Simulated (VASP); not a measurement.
Runs of VASP 6.6.1 on BP. The structure is that of space group Fm-3m (No. 225), or close to it. The cells are those of the table. 

```tsv
cell	k mesh	smearing	gap on the mesh (eV)	pressure (GPa)
a = 3.253 Å, angles 60.0°, 2 atoms	6 × 6 × 6	gaussian 0.05 eV	none	(b)
a = 2.891 Å, angles 60.0°, 2 atoms	18 × 18 × 18	fermi-dirac 0.15 eV	none	(a)
a = 3.020 Å, angles 60.0°, 2 atoms	8 × 8 × 8	gaussian 0.05 eV	none	-2.1
a = 3.053 Å, angles 60.0°, 2 atoms	16 × 16 × 16	fermi-dirac 0.15 eV	none	-5.9
a = 3.007 Å, angles 60.0°, 2 atoms	8 × 8 × 8	gaussian 0.05 eV	none	0.0
a = 3.053 Å, angles 60.0°, 2 atoms	16 × 16 × 16, shifted	fermi-dirac 0.15 eV	none	-5.8
```

Alike in all rows: task single point; level LDA; potentials or basis VASP PAW LDA potentials, release 64 (B, P); no spin polarisation; cutoff (eV) 500.

Question: Estimate the missing entries.

Answer: (a) 28.2; (b) -25.5.

Caveats: some runs use coarse meshes.

A gap of «none» marks levels without a gap at the run's occupations.
